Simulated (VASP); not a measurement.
Input of a VASP 6.6.1 run:

File INCAR:

```
PREC = Accurate
ENCUT = 520
EDIFF = 1E-6
ISMEAR = -1
SIGMA = 0.05
LREAL = F
LASPH = T
NELM = 80
ALGO = Normal
ISIF = 2
LWAVE = F
LCHARG = T
GGA = PE
LELF = T
LVHAR = T
NBANDS = 18
```

KPOINTS

```
regular mesh
0
Gamma
  9 9 5
```

File POSCAR:

```
PtS2
1.0
    3.4953130487      0.0000000000      0.0000000000
   -1.7476565244      3.0270298944      0.0000000000
    0.0000000000      0.0000000000      4.9706997601
Pt S
1 2
Direct
    0.0000000000      0.0000000000      0.0000000000
    0.6666666667      0.3333333333      0.7730000000
    0.3333333333      0.6666666667      0.2270000000
```

Potentials or basis: VASP PAW PBE potentials, release 64 (Pt, S).

Run with:

```console
$ cat potpaw_PBE.64/Pt/POTCAR potpaw_PBE.64/S/POTCAR > POTCAR
$ mpirun -np 1 vasp_std > vasp.out
```

Task: Predict the largest force.

Result: 1.885 eV/Å.

Task: Predict the pressure.

Result: 18.9 GPa.

Forces on the atoms (eV/Å):
```
Pt   0.000  0.000  0.000
S    0.000  0.000 -1.885
S    0.000  0.000  1.885
```

Caveat: forces of over 1 eV/Å act on the atoms, so gaps and moduli don't describe the material at rest.
